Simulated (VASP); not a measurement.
Al2O3: single point with PBE

The system is Al2O3.

```xyz
20
Lattice="6.9423 0.0000 0.0000 0.0000 4.7504 0.0000 0.0000 0.0000 4.8867" Properties=species:S:1:pos:R:3 pbc="T T T"
Al    2.7045    1.1987    0.1584
Al    4.2377    1.1987    2.2850
Al    0.7666    1.1765    2.6018
Al    6.1757    1.1765    4.7284
Al    4.2377    3.5517    4.7284
Al    2.7045    3.5517    2.6018
Al    6.1757    3.5739    2.2850
Al    0.7666    3.5739    0.1584
O     4.5422    0.5093    0.5012
O     2.4000    0.5093    1.9422
O     5.8711    1.8659    2.9446
O     1.0711    1.8659    4.3855
O     2.4000    4.2411    4.3855
O     4.5422    4.2411    2.9446
O     1.0711    2.8845    1.9422
O     5.8711    2.8845    0.5012
O     0.0000    0.2428    1.2217
O     3.4711    2.1324    3.6651
O     0.0000    4.5076    3.6651
O     3.4711    2.6180    1.2217
```

This cell differs from its parent crystal: volume scaled by 0.94, then relaxed in part.

```json
{"Program": "VASP 6.6.1", "Task": "single point", "Functional": "PBE", "Potentials or basis": "VASP PAW PBE potentials, release 64 (Al, O)", "Cutoff": "520 eV", "k mesh": "4 × 6 × 6", "Occupations": "gaussian, width 0.02 eV", "Spin": "no spin polarisation", "Dipole correction": "no", "Further INCAR settings": "LREAL = Auto; ALGO = Normal; EDIFF = 1e-06; NBANDS = 64"}
```

| Item | Value |
| --- | --- |
| Pressure | 16.0 GPa |
| Largest force | 0.010 eV/Å |
| Band gap on the k mesh | 6.03 eV, direct |

Forces on the atoms (eV/Å):
```
Al  -0.006 -0.001  0.008
Al   0.006 -0.001 -0.008
Al   0.006  0.001  0.008
Al  -0.006  0.001 -0.008
Al   0.006  0.001 -0.008
Al  -0.006  0.001  0.008
Al  -0.006 -0.001 -0.008
Al   0.006 -0.001  0.008
O    0.000  0.003  0.001
O    0.000  0.003 -0.001
O    0.000 -0.003  0.001
O    0.000 -0.003 -0.001
O    0.000 -0.003 -0.001
O    0.000 -0.003  0.001
O    0.000  0.003 -0.001
O    0.000  0.003  0.001
O    0.000 -0.001  0.000
O    0.000  0.001  0.000
O    0.000  0.001  0.000
O    0.000 -0.001  0.000
```

Levels at points of the mesh, in eV from the valence-band top:
```csv
k point,band 45,band 46,band 47,band 48,band 49,band 50,band 51,band 52
"(0.00, 0.00, 0.00)",-0.59,-0.20,-0.17,0.00,6.03,8.60,9.14,9.24
"(0.50, 0.00, 0.00)",-0.34,-0.34,-0.15,-0.15,7.51,7.51,9.81,9.81
"(0.00, 0.50, 0.00)",-0.52,-0.52,-0.17,-0.17,8.47,8.47,8.90,8.90
"(0.50, 0.50, 0.00)",-0.32,-0.32,-0.28,-0.28,8.91,8.91,9.05,9.05
"(0.00, 0.00, 0.50)",-0.35,-0.35,-0.14,-0.14,8.56,8.56,8.94,8.94
"(0.50, 0.00, 0.50)",-0.37,-0.37,-0.37,-0.37,8.94,8.94,8.94,8.94
"(0.00, 0.50, 0.50)",-0.32,-0.32,-0.32,-0.32,9.42,9.42,9.42,9.42
"(0.50, 0.50, 0.50)",-0.58,-0.58,-0.58,-0.58,9.13,9.13,9.13,9.13
```

Wall time 4.1 min on 1 thread of Intel(R) Xeon(R) 6975P-C (Granite Rapids), on a shared host, peak memory 0.43 GiB.

 A k mesh can miss the band edges.
